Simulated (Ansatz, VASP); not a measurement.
One calculation of GaP, two programs

```
Ga P
1.0
     0.00000    2.80652    2.80652
     2.80652    0.00000    2.80652
     2.80652    2.80652    0.00000
Ga P
1 1
Cartesian
  0.0000 0.0000 0.0000
  1.4033 1.4033 1.4033
```

Alike in both runs: task single point; functional PBE; k mesh 8 × 8 × 8; occupations gaussian, width 0.02 eV; no spin polarisation.

|  | VASP | Ansatz |
| --- | --- | --- |
| version | VASP 6.6.1 | Ansatz 0.2.0 |
| potentials or method | VASP PAW PBE potentials, release 64 (Ga_d, P), cutoff 520 eV | scalar-relativistic, plane waves, PAW |
| valence electrons in the cell | 18 | 18 |

Ansatz gave:

| Quantity | Value |
| --- | --- |
| gap on the k mesh at the Fermi level (eV) | 1.12 |
| least direct gap on the mesh (eV) | 1.12 |
| pressure (GPa) | -3.9 |

Problem. Which values does VASP return?

Solution. gap on the k mesh at the Fermi level (eV): 1.11; least direct gap on the mesh (eV): 1.11; pressure (GPa): -3.9.

With one functional, cell and mesh, what is left measures potentials, basis and numerics.
